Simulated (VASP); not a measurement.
# Bi (P-1) in VASP: single point with PBE

Aim: the single point of Bi with PBE.

Everything below comes from runs of VASP 6.6.1. Logs are shortened: lines on timing, memory, paths and dates and some standing lists are left out, and cuts for length are marked.

**1. The cell of the first run**

The typed cell holds 12 atoms: a = 3.211 Å, b = 8.413 Å, c = 16.398 Å, α = 89.71°, β = 89.94°, γ = 89.64°.

**2. Single point, PBE**

INCAR

```
SYSTEM = Bi
PREC = Accurate
ENCUT = 520
EDIFF = 1E-7
ISMEAR = 0
SIGMA = 0.1
LREAL = .False.
LASPH = .True.
NELM = 100
ALGO = Fast
ISIF = 2
LWAVE = .False.
LCHARG = .True.
GGA = PE
LELF = .True.
LVHAR = .True.
NBANDS = 102
```

KPOINTS

```
Automatic mesh
0
Gamma
  6 2 1
  0 0 0
```

POSCAR

```
Bi
1.0
    3.2111568357      0.0000000000      0.0000000000
    0.0534644593      8.4127697153      0.0000000000
    0.0179293455      0.0825233456     16.3973409514
Bi
12
Direct
    0.0018713419      0.4350684004      0.0947325859
    0.9747351338      0.4654467265      0.5980436623
    0.9979142660      0.2272458948      0.2781730522
    0.9973458472      0.2698631624      0.7778095099
    0.0026541528      0.7301368376      0.2221904901
    0.0020857340      0.7727541052      0.7218269478
    0.9735649025      0.9621087795      0.9003289992
    0.9979452874      0.9315303303      0.4056104229
    0.9981286581      0.5649315996      0.9052674141
    0.0252648662      0.5345532735      0.4019563377
    0.0264350975      0.0378912205      0.0996710008
    0.0020547126      0.0684696697      0.5943895771
```

Potentials or basis: VASP PAW PBE potentials, release 64 (Bi_d).

Run with:

```bash
> cat potpaw_PBE.64/Bi_d/POTCAR > POTCAR
> mpirun -np 1 vasp_std > vasp.out
```

OUTCAR:

```text
SYSTEM = Bi
   PREC = Accurate
   ENCUT = 520
   EDIFF = 1E-7
   ISMEAR = 0
   LREAL = .False.
   LASPH = .True.
   NELM = 100
   ISIF = 2
   GGA = PE

 ion  position               nearest neighbor table
   1  0.002  0.435  0.095-   5 3.25   9 3.29  11 3.34   3 3.47
   2  0.975  0.465  0.598-  10 3.27   6 3.30  12 3.34   4 3.37
   3  0.998  0.227  0.278-   8 3.24  10 3.30  11 3.34   1 3.47
   4  0.997  0.270  0.778-   9 3.25   7 3.27   2 3.37  12 3.46
   5  0.003  0.730  0.222-   1 3.25  11 3.27  10 3.37   8 3.46
   6  0.002  0.773  0.722-  12 3.24   2 3.30   7 3.34   9 3.47
   7  0.974  0.962  0.900-   4 3.27  11 3.34   6 3.34   9 3.34
   8  0.998  0.932  0.406-   3 3.24  12 3.31  10 3.34   5 3.46
   9  0.998  0.565  0.905-   4 3.25   1 3.29   7 3.34   6 3.47
  10  0.025  0.535  0.402-   2 3.27   3 3.30   8 3.34   5 3.37
  11  0.026  0.038  0.100-   5 3.27   7 3.34   3 3.34   1 3.34
  12  0.002  0.068  0.594-   6 3.24   8 3.31   2 3.34   4 3.46

  LATTYP: Found a triclinic cell.
 ALAT       =    10.6165152795
 B/A-ratio  =     0.3024680652
 C/A-ratio  =     1.5445330204
 COS(alpha) =     0.0010934156
 COS(beta)  =     0.0046549484
 COS(gamma) =     0.6099721010

  Lattice vectors:

 A1 = (  -6.4757781307,  -8.4127697153,   0.0000000000)
 A2 = (  -3.2111568357,   0.0000000000,   0.0000000000)
 A3 = (  -0.0179293455,  -0.0825233456, -16.3973409514)

Analysis of symmetry for initial positions (statically):
=====================================================================
 Subroutine PRICEL returns:
 Original cell was already a primitive cell.

 Routine SETGRP: Setting up the symmetry group for a
 triclinic supercell.

 Subroutine GETGRP returns: Found  2 space group operations
 (whereof  2 operations were pure point group operations)
 out of a pool of  2 trial point group operations.

The static configuration has the point symmetry S_2 .

Analysis of symmetry for dynamics (positions and initial velocities):
=====================================================================
 Subroutine PRICEL returns:
 Original cell was already a primitive cell.

 Routine SETGRP: Setting up the symmetry group for a
 triclinic supercell.

 Subroutine GETGRP returns: Found  2 space group operations
 (whereof  2 operations were pure point group operations)
 out of a pool of  2 trial point group operations.

The dynamic configuration has the point symmetry S_2 .

 Subroutine INISYM returns: Found  2 space group operations
 (whereof  2 operations are pure point group operations),
 and found     1 'primitive' translations

----------------------------------------------------------------------------------------

                                     Primitive cell

  volume of cell :     442.9696

  direct lattice vectors                    reciprocal lattice vectors
     3.211156836  0.000000000  0.000000000     0.311414251 -0.001979086 -0.000330550
     0.053464459  8.412769715  0.000000000     0.000000000  0.118866917 -0.000598225
     0.017929345  0.082523346 16.397340951     0.000000000  0.000000000  0.060985498

  length of vectors
     3.211156836  8.412939601 16.397558411     0.311420715  0.118868422  0.060985498

  position of ions in fractional coordinates (direct lattice)
     0.001871342  0.435068400  0.094732586
     0.974735134  0.465446726  0.598043662
     0.997914266  0.227245895  0.278173052
     0.997345847  0.269863162  0.777809510
     0.002654153  0.730136838  0.222190490
     0.002085734  0.772754105  0.721826948
     0.973564903  0.962108779  0.900328999
     0.997945287  0.931530330  0.405610423
     0.998128658  0.564931600  0.905267414
     0.025264866  0.534553274  0.401956338
     0.026435097  0.037891221  0.099671001
     0.002054713  0.068469670  0.594389577

  ion indices of the primitive-cell ions
   primitive index   ion index
                 1           1
                 2           2
                 3           3
                 4           4
                 5           5
                 6           6
                 7           7
                 8           8
                 9           9
                10          10
                11          11
                12          12

----------------------------------------------------------------------------------------

 KPOINTS: Automatic mesh

Automatic generation of k-mesh.
 Grid dimensions read from file:
 generate k-points for:    6    2    1

 Generating k-lattice:

  Cartesian coordinates                     Fractional coordinates (reciprocal lattice)
     0.051902375 -0.000329848 -0.000055092     0.166666667  0.000000000  0.000000000
     0.000000000  0.059433459 -0.000299112     0.000000000  0.500000000  0.000000000
     0.000000000  0.000000000  0.060985498     0.000000000  0.000000000  1.000000000

  Length of vectors
     0.051903452  0.059434211  0.060985498

  Shift w.r.t. Gamma in fractional coordinates (k-lattice)
     0.000000000  0.000000000  0.000000000

 Subroutine IBZKPT returns following result:
 ===========================================

 Found      8 irreducible k-points:

 Following reciprocal coordinates:
            Coordinates               Weight
  0.000000  0.000000  0.000000      1.000000
  0.166667  0.000000  0.000000      2.000000
  0.333333 -0.000000  0.000000      2.000000
  0.500000  0.000000  0.000000      1.000000
  0.000000  0.500000  0.000000      1.000000
  0.166667  0.500000  0.000000      2.000000
  0.333333  0.500000  0.000000      2.000000
  0.500000  0.500000  0.000000      1.000000
   k-points           NKPTS =      8   k-points in BZ     NKDIM =      8   number of bands    NBANDS=    102
   number of dos      NEDOS =    301   number of ions     NIONS =     12
   total plane-waves  NPLWV = 193536
   dimension x,y,z NGX =    24 NGY =   64 NGZ =  126
   dimension x,y,z NGXF=    48 NGYF=  128 NGZF=  252
   ions per type =              12
   NGX,Y,Z   is equivalent  to a cutoff of  12.43, 12.65, 12.77 a.u.
   NGXF,Y,Z  is equivalent  to a cutoff of  24.85, 25.29, 25.55 a.u.
 SYSTEM =  Bi
   PREC   = accura    normal or accurate (medium, high low for compatibility)
   ISTART =      0    job   : 0-new  1-cont  2-samecut
   ICHARG =      2    charge: 1-file 2-atom 10-const
   ISPIN  =      1    spin polarized calculation?
   LNONCOLLINEAR =      F non collinear calculations
   LSORBIT =      F    spin-orbit coupling
   LASPH  =      T    aspherical Exc in radial PAW
   ENCUT  =  520.0 eV  38.22 Ry    6.18 a.u.   5.97 15.64 30.49*2*pi/ulx,y,z
   NELM   =    100;   NELMIN=  2; NELMDL= -5     # of ELM steps
   EDIFF  = 0.1E-06   stopping-criterion for ELM
   LREAL  =      F    real-space projection
   EDIFFG = 0.1E-05   stopping-criterion for IOM
   NSW    =      0    number of steps for IOM
   IBRION =     -1    ionic relax: 0-MD 1-quasi-New 2-CG
   NFREE  =      0    steps in history (QN), initial steepest desc. (CG)
   ISIF   =      2    stress and relaxation
   ISYM   =      2    0-nonsym 1-usesym 2-fastsym
   POTIM  = 0.5000    time-step for ionic-motion
   TEBEG  =    0.0;   TEEND  =   0.0 temperature during run
   PSTRESS=    0.0 pullay stress
   NELECT =     180.0000    total number of electrons
   NUPDOWN=      -1.0000    fix difference up-down
   EMIN   =  10.00;   EMAX   =-10.00  energy-range for DOS
   EFERMI =   0.00;   METHOD = LEGACY
   ISMEAR =     0;   SIGMA  =   0.10  broadening in eV -4-tet -1-fermi 0-gaus
   EFERMI_NEDOS =   21; number of points for ismear=-14 and -15
   IALGO  =     68    algorithm
   IMIX   =      4    mixing-type and parameters
     AMIX     =   0.40;   BMIX     =  1.00
     AMIX_MAG =   1.60;   BMIX_MAG =  1.00
  volume/ion in A,a.u.               =      36.91       249.11
  Fermi-wavevector in a.u.,A,eV,Ry     =   1.212572  2.291430 20.005079  1.470332
  Thomas-Fermi vector in A             =   2.348052
   LORBIT       =      0    0 simple, 1 ext, 2 COOP (PROOUT), +10 PAW based schemes
   GGA     = PE    functional components
   LHFCALC =     F    Hartree Fock is set to
   AEXX    =    0.0000 exact exchange contribution
   IVDW    =     0    specifies the selected vdW correction
   LEPSILON=     F    determine dielectric tensor
   LRPA    =     F    only Hartree local field effects (RPA)
 non-spin polarized calculation
 RMM-DIIS sequential band-by-band and
 Gauss-broadening in eV      SIGMA  =   0.10
  energy-cutoff  :      520.00
  volume of cell :      442.97
 maximum number of plane-waves:     12000
 NGX is ok and might be reduce to    24
   NGX = 11   NGY = 31   NGZ = 61

 number of electron     180.0000011 magnetization

 Free energy of the ion-electron system (eV)
  ---------------------------------------------------
  ext. energy  EPLUGINS =         0.00000000
  ---------------------------------------------------
  free energy    TOTEN  =       -45.97210422 eV

  energy without entropy =      -45.93009229  energy(sigma->0) =      -45.95109825

 E-fermi :   5.8777     XC(G=0):  -9.2786

 val. band max:        5.8629686262   @ k =   0.5000   0.0000   0.0000
 cond. band min:       5.8888967452   @ k =   0.5000   0.5000   0.0000
 fundamental gap:      0.0259281191
 Fermi energy:         5.8776945675

 k-point     1 :       0.0000    0.0000    0.0000
  band No.  band energies     occupation
      1     -17.0709      2.00000
      2     -17.0560      2.00000
      3     -17.0482      2.00000
      4     -17.0408      2.00000
      5     -17.0394      2.00000
      6     -17.0369      2.00000
[... 94 lines left out ...]
    101      10.5391      0.00000
    102      10.5909      0.00000

 k-point     2 :       0.1667    0.0000    0.0000
  band No.  band energies     occupation
      1     -17.0073      2.00000
      2     -16.9954      2.00000
      3     -16.9880      2.00000
      4     -16.9846      2.00000
      5     -16.9797      2.00000
      6     -16.9772      2.00000
[... 94 lines left out ...]
    101       8.5510      0.00000
    102       8.7103      0.00000

 k-point     3 :       0.3333   -0.0000    0.0000
  band No.  band energies     occupation
      1     -16.9874      2.00000
      2     -16.9641      2.00000
      3     -16.9605      2.00000
      4     -16.9486      2.00000
      5     -16.9469      2.00000
      6     -16.9274      2.00000
[... 94 lines left out ...]
    101       7.8843      0.00000
    102       8.1227      0.00000

 k-point     4 :       0.5000    0.0000    0.0000
  band No.  band energies     occupation
      1     -16.9831      2.00000
      2     -16.9607      2.00000
      3     -16.9544      2.00000
      4     -16.9445      2.00000
      5     -16.9435      2.00000
      6     -16.9433      2.00000
[... 94 lines left out ...]
    101       8.7362      0.00000
    102       9.0469      0.00000

 k-point     5 :       0.0000    0.5000    0.0000
  band No.  band energies     occupation
      1     -17.0645      2.00000
      2     -17.0570      2.00000
      3     -17.0494      2.00000
      4     -17.0453      2.00000
      5     -17.0364      2.00000
      6     -17.0342      2.00000
[... 94 lines left out ...]
    101      10.6421      0.00000
    102      11.2435      0.00000

 k-point     6 :       0.1667    0.5000    0.0000
  band No.  band energies     occupation
      1     -17.0098      2.00000
      2     -17.0020      2.00000
      3     -16.9905      2.00000
      4     -16.9887      2.00000
      5     -16.9807      2.00000
      6     -16.9759      2.00000
[... 94 lines left out ...]
    101       8.8314      0.00000
    102       8.9260      0.00000

 k-point     7 :       0.3333    0.5000    0.0000
  band No.  band energies     occupation
      1     -16.9850      2.00000
      2     -16.9822      2.00000
      3     -16.9622      2.00000
      4     -16.9620      2.00000
      5     -16.9333      2.00000
      6     -16.9274      2.00000
[... 94 lines left out ...]
    101       7.9148      0.00000
    102       7.9399      0.00000

 k-point     8 :       0.5000    0.5000    0.0000
  band No.  band energies     occupation
      1     -16.9796      2.00000
      2     -16.9772      2.00000
      3     -16.9582      2.00000
      4     -16.9578      2.00000
      5     -16.9415      2.00000
      6     -16.9352      2.00000
[... 94 lines left out ...]
    101       8.6775      0.00000
    102       9.2006      0.00000

------------------------ aborting loop because EDIFF is reached ----------------------------------------

  FORCE on cell =-STRESS in cart. coord.  units (eV):
  Direction    XX          YY          ZZ          XY          YZ          ZX
  --------------------------------------------------------------------------------------
  -------------------------------------------------------------------------------------
  Total        1.3106039      0.7166502     -1.1913846      0.0487229     -0.2012836     -0.0228146
  in kB        4.7403249      2.5920531     -4.3091203      0.1762259     -0.7280230     -0.0825182
  external PRESSURE =       1.0077526 kB  Pullay stress =       0.0000000 kB

 VOLUME and BASIS-vectors are now :
 -----------------------------------------------------------------------------
  energy-cutoff  :      520.00
  volume of cell :      442.97
      direct lattice vectors                 reciprocal lattice vectors
     3.211156836  0.000000000  0.000000000     0.311414251 -0.001979086 -0.000330550
     0.053464459  8.412769715  0.000000000     0.000000000  0.118866917 -0.000598225
     0.017929345  0.082523346 16.397340951     0.000000000  0.000000000  0.060985498

 POSITION                                       TOTAL-FORCE (eV/Angst)
 -----------------------------------------------------------------------------------
      0.03097      3.66795      1.55336         0.000654      0.010706     -0.040407
      3.16563      3.96505      9.80633         0.026104      0.051631      0.016026
      3.22160      1.93472      4.56130         0.008025      0.043723      0.013473
      3.23101      2.33448     12.75401        -0.003337     -0.013791      0.005153
      0.05154      6.16081      3.64333         0.003337      0.013791     -0.005153
      0.06095      6.56057     11.83604        -0.008025     -0.043723     -0.013473
      3.19385      8.16830     14.76300         0.029567      0.052328      0.076959
      3.26163      7.87022      6.65093         0.007568      0.000546      0.065412
      3.25158      4.82735     14.84398        -0.000654     -0.010706      0.040407
      0.11692      4.53024      6.59102        -0.026104     -0.051631     -0.016026
      0.08870      0.32700      1.63434        -0.029567     -0.052328     -0.076959
      0.02092      0.62507      9.74641        -0.007568     -0.000546     -0.065412
 -----------------------------------------------------------------------------------
    total drift:                                0.000000     -0.000000      0.000000

  FREE ENERGIE OF THE ION-ELECTRON SYSTEM (eV)
  ---------------------------------------------------
  free  energy   TOTEN  =       -45.9721042172 eV

  energy  without entropy=      -45.9300922857  energy(sigma->0) =      -45.95109825
```

It took 9.7 min on 1 thread of Intel Xeon Platinum 8488C (Sapphire Rapids), shared host; peak memory 0.56 GiB.

What came out:

| Property | Result |
| --- | --- |
| Free energy | -45.9721 eV |
| Pressure | 0.1 GPa |
| Largest force | 0.098 eV/Å |
| Band gap on the k mesh | zero (bands 90 and 91 overlap by 2.29 eV) |

Forces on the atoms (eV/Å):
```
Bi   0.001  0.011 -0.040
Bi   0.026  0.052  0.016
Bi   0.008  0.044  0.013
Bi  -0.003 -0.014  0.005
Bi   0.003  0.014 -0.005
Bi  -0.008 -0.044 -0.013
Bi   0.030  0.052  0.077
Bi   0.008  0.001  0.065
Bi  -0.001 -0.011  0.040
Bi  -0.026 -0.052 -0.016
Bi  -0.030 -0.052 -0.077
Bi  -0.008 -0.001 -0.065
```

Stress tensor (GPa, compression positive):
```
 0.47  0.02 -0.01
 0.02  0.26 -0.07
-0.01 -0.07 -0.43
```

Levels at points of the mesh, in eV from the Fermi level:
```tsv
k point	band 86	band 87	band 88	band 89	band 90	band 91	band 92	band 93
(0.00, 0.00, 0.00)	-0.10	0.43	0.57	0.59	0.89	1.98	2.00	2.19
(0.50, 0.00, 0.00)	-2.26	-2.22	-2.03	-1.44	-1.19	-0.46	-0.42	-0.01
(0.00, 0.50, 0.00)	-0.38	0.52	0.53	0.65	0.69	1.28	1.31	2.79
(0.50, 0.50, 0.00)	-1.99	-1.92	-1.90	-1.49	-1.46	-1.27	-1.22	0.01
```

Caveat: the k points lie up to 0.38 Å⁻¹ apart, too coarse for converged energies and pressures of a metal; spin-orbit coupling is left out, which moves the levels of the heavy elements.

The gap in the log of VASP goes by the Fermi energy; the results here count the filled bands.